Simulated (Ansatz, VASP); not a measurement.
SiO2: VASP beside Ansatz

```xyz
12
Lattice="4.9028 0.0000 0.0000 0.0000 4.9028 0.0000 0.0000 0.0000 6.7782" Properties=species:S:1:pos:R:3 pbc="T T T"
Si    1.5130    1.5130    0.0000
Si    0.9384    3.9644    1.6946
Si    3.3898    3.3898    3.3891
Si    3.9644    0.9384    5.0837
O     1.1590    0.5874    1.2675
O     1.8640    3.6104    2.9621
O     3.7438    4.3154    4.6566
O     3.0388    1.2924    6.3512
O     3.6104    1.8640    3.8161
O     4.3154    3.7438    2.1216
O     1.2924    3.0388    0.4270
O     0.5874    1.1590    5.5107
```

Alike in both runs: task electric field gradients; functional PBE; k mesh 5 × 5 × 4; occupations fermi-dirac, width 0.02 eV; no spin polarisation.

|  | VASP | Ansatz |
| --- | --- | --- |
| version | VASP 6.6.1 | Ansatz 0.2.0 |
| potentials or method | VASP PAW PBE potentials, release 64 (Si, O) | plane-wave PAW, scalar-relativistic |
| plane-wave cutoff (eV) | 520 | 420 |
| valence electrons in the cell | 64 | 64 |

Ansatz gave:

```
gap on the k mesh at the Fermi level (eV)                     : 5.88
pressure (GPa)                                                : 8.6
traceless stress, the component that is largest in VASP (GPa) : -0.60
rms of the force components (eV/Å)                            : 0.262
size of Vzz on the site where it differs most (V/Å²)          : 88.1
```

Task: What did VASP give for the same quantities?

Result: gap on the k mesh at the Fermi level (eV): 5.88; pressure (GPa): 8.7; traceless stress, the component that is largest in VASP (GPa): -0.65; rms of the force components (eV/Å): 0.260; size of Vzz on the site where it differs most (V/Å²): 83.8.

Atom by atom the forces differ by 0.009 eV/Å (rms over components).
